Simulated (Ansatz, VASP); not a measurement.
## Al3Cu2: VASP beside Ansatz

```
Al Cu
1.0
     4.09195    0.00000    0.00000
    -2.04598    3.54373    0.00000
     0.00000    0.00000    4.99278
Al Cu
3 2
Direct
  0.00000 0.00000 0.00000
  0.33333 0.66667 0.34993
  0.66667 0.33333 0.65007
  0.33333 0.66667 0.83951
  0.66667 0.33333 0.16049
```

Alike in both runs: task single point; functional r2SCAN; k mesh 12 × 12 × 8; occupations fermi-dirac, width 0.05 eV; no spin polarisation.

```csv
,VASP,Ansatz
version,VASP 6.6.1,Ansatz 0.2.0
potentials or method,"VASP PAW PBE potentials, release 64 (Al, Cu), cutoff 520 eV","scalar-relativistic, plane waves, PAW"
valence electrons in the cell,31,47
```

VASP gave:

| Property | Result |
| --- | --- |
| gap on the k mesh at the Fermi level (eV) | none |
| pressure (GPa) | 0.4 |
| traceless stress, the component that is largest in VASP (GPa) | -0.39 |
| rms of the force components (eV/Å) | 0.006 |

Task: Estimate Ansatz's values.

Result: gap on the k mesh at the Fermi level (eV): none; pressure (GPa): 0.5; traceless stress, the component that is largest in VASP (GPa): -0.41; rms of the force components (eV/Å): 0.006.

VASP's potentials were made for PBE, not for r2SCAN. Atom by atom the forces differ by 0.001 eV/Å (rms over components). A gap of «none» marks a metal or a gap that the smearing closes. VASP's potentials hold 31 valence electrons a cell and Ansatz's 47, so a difference there can come from the potentials and not from the codes.
